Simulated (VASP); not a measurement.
Wanted: the native input for a VASP 6.6.1 run.

```
Task                   : single point
Functional             : PBEsol
Potentials or basis    : VASP PAW PBE potentials, release 64 (Cd, F)
Cutoff                 : 520 eV
k mesh                 : 8 × 8 × 8
Occupations            : gaussian, width 0.05 eV
Spin                   : no spin polarisation
Dipole correction      : no
Further INCAR settings : ALGO = Normal; EDIFF = 1e-07; NBANDS = 20
```

The structure of CdF2 lies in POSCAR:

```
CdF2
1.0
    0.0000000000      2.8468671507      2.4901674840
    2.7391842324      0.0000000000      2.4901674840
    2.7391842324      2.8468671507      0.0000000000
Cd F
1 2
Direct
    0.0000000000      0.0000000000      0.0000000000
    0.2500000000      0.2500000000      0.2500000000
    0.7500000000      0.7500000000      0.7500000000
```

This cell differs from its parent crystal: strain +e along x and -e along y -0.0200, strain +e along z and -e/2 along x and y -0.0750.

The input as run:

INCAR

```
SYSTEM = CdF2
PREC = Accurate
ENCUT = 520
EDIFF = 1E-7
ISMEAR = 0
SIGMA = 0.05
LREAL = .FALSE.
LASPH = .TRUE.
NELM = 80
ALGO = Normal
ISIF = 2
LWAVE = .FALSE.
LCHARG = .TRUE.
GGA = PS
LELF = .TRUE.
LVHAR = .TRUE.
NBANDS = 20
```

KPOINTS

```
Automatic mesh
0
G
  8 8 8
  0 0 0
```

Potentials or basis: VASP PAW PBE potentials, release 64 (Cd, F).

Run with:

```sh
$ cat potpaw_PBE.64/Cd/POTCAR potpaw_PBE.64/F/POTCAR > POTCAR
$ mpirun -np 1 vasp_std > vasp.out
```

Results of the run:

```
Pressure               : 1.2 GPa
Band gap on the k mesh : 2.50 eV (least direct gap 3.04 eV)
```

Caveat: the cell differs from its parent crystal (strain +e along x and -e along y -0.0200, strain +e along z and -e/2 along x and y -0.0750); the stress differs along the axes, from -5 to 10 GPa; the PAW data sets were made with another functional, which shifts forces and pressure a little.

Run time: 83 s on 1 thread of Oxide Virtual Turin-like Processor (shared host), peak memory 0.17 GiB.
